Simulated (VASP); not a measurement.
Set up this calculation in VASP 6.6.1, as the native input.

| Property | Result |
| --- | --- |
| Task | single point |
| Functional | PBE |
| Potentials or basis | VASP PAW PBE potentials, release 64 (Dy_3, Be, F), 4f in core |
| Cutoff | 600 eV |
| k mesh | 10 × 10 × 10 |
| Occupations | gaussian, width 0.1 eV |
| Spin | no spin polarisation |
| Dipole correction | no |
| Further INCAR settings | ALGO = Normal; EDIFF = 1e-06; NBANDS = 22 |

The structure of DyBe2F2 lies in POSCAR:

```
DyBe2F2
1.0
    3.9033038024      0.0000000000      0.0000000000
    0.0000000000      3.9033038024      0.0000000000
    0.0000000000      0.0000000000      4.3071124118
Dy Be F
1 2 2
Direct
    0.0000000000      0.0000000000      0.0000000000
    0.5000000000      0.5000000000      0.7771027727
    0.5000000000      0.5000000000      0.2228972273
    0.5000000000      0.0000000000      0.5000000000
    0.0000000000      0.5000000000      0.5000000000
```

The cell was generated, and may not be a known phase.

One way to write it, as run:

INCAR

```
SYSTEM = DyBe2F2
PREC = Accurate
ENCUT = 600
EDIFF = 1E-6
ISMEAR = 0
SIGMA = 0.1
LREAL = .False.
LASPH = .True.
NELM = 200
ALGO = Normal
ISIF = 2
LWAVE = .False.
LCHARG = .True.
GGA = PE
LELF = .True.
LVHAR = .True.
NBANDS = 22
GGA_COMPAT = .False.
LMAXMIX = 6
```

KPOINTS

```
Automatic mesh
0
Gamma
  10 10 10
  0 0 0
```

Potentials or basis: VASP PAW PBE potentials, release 64 (Dy_3, Be, F), 4f in core.

Run with:

```bash
$ cat potpaw_PBE.64/Dy_3/POTCAR potpaw_PBE.64/Be/POTCAR potpaw_PBE.64/F/POTCAR > POTCAR
$ mpirun -np 1 vasp_std > vasp.out
```

Results of the run:

| Item | Value |
| --- | --- |
| Pressure | -0.2 GPa |
| Largest force | 0.039 eV/Å |
| Band gap on the k mesh | zero (an odd number of electrons rules out a gap without spin polarisation) |

Caveat: spin-orbit coupling is left out, which moves the levels of the heavy elements; the 4f electrons are frozen in the core, so they carry no moment and show no levels; an odd number of electrons without spin polarisation forces a metal; a magnetic or distorted state may lie lower; the run has no spin polarisation, though such a crystal can be magnetic.

Wall time 110 s on 1 thread of AMD EPYC 9R45 (Zen 5), with other jobs on the host, peak memory 0.31 GiB.
